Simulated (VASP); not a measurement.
ZnS (rocksalt type), 2 atoms in the cell. The structure is cubic, space group Fm-3m (No. 225). Conventional cell: a = 5.104 Å, b = 5.104 Å, c = 5.104 Å, α = 90.00°, β = 90.00°, γ = 90.00°. Within 3.4 Å of Zn (site symmetry m-3m) lie 6 S at 2.55 Å. Within 3.4 Å of S (site symmetry m-3m) lie 6 Zn at 2.55 Å. 

```yaml
Program: VASP 6.6.1
Task: single point
Functional: PBE
Potentials_or_basis: VASP PAW PBE potentials, release 64 (Zn, S)
Cutoff: 520 eV
k_mesh: 15 × 15 × 15
Occupations: fermi-dirac, width 0.1 eV
Spin: no spin polarisation
Dipole_correction: no
Further_INCAR_settings: ALGO = Normal; EDIFF = 1e-06; NBANDS = 16
```

Potentials or basis: VASP PAW PBE potentials, release 64 (Zn, S).

The run is started by

```console
$ cat potpaw_PBE.64/Zn/POTCAR potpaw_PBE.64/S/POTCAR > POTCAR
$ mpirun -np 1 vasp_std > vasp.out
```

Hardware: 1 thread of Intel Xeon 8259CL (shared host).

Problem. How long does it take, and how much memory?

Solution. Wall time 80 s on 1 thread of Intel Xeon 8259CL, on a shared host, peak memory 0.2 GiB. Counts: scf iterations 12, k points 120.
